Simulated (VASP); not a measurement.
## Nb: single point with RPBE

Nb:

```
Nb
1.0
     2.73753    0.00000    0.00000
     0.00000    2.73753    0.00000
     0.00000    0.00000    2.73753
Nb
1
Direct
  0.00000 0.00000 0.00000
```

- Program: VASP 6.6.1
- Task: single point
- Functional: RPBE
- Potentials or basis: VASP PAW PBE potentials, release 64 (Nb_sv)
- Cutoff: 520 eV
- k mesh: 13 × 13 × 13
- Occupations: fermi-dirac, width 0.1 eV
- Spin: no spin polarisation

```yaml
Pressure: -0.5 GPa
```

Levels at points of the mesh, in eV from the Fermi level:
| k point | band 4 | band 5 | band 6 | band 7 | band 8 | band 9 | band 10 | band 11 |
| --- | --- | --- | --- | --- | --- | --- | --- | --- |
| (0.00, 0.00, 0.00) | -30.07 | -5.56 | -2.73 | -2.73 | 4.94 | 4.94 | 4.94 | 14.44 |

Wall time 19 s on 1 thread of Intel Xeon 8259CL (shared host), peak memory 0.13 GiB.

Caveat: the PAW data sets were made with another functional, which shifts forces and pressure a little.
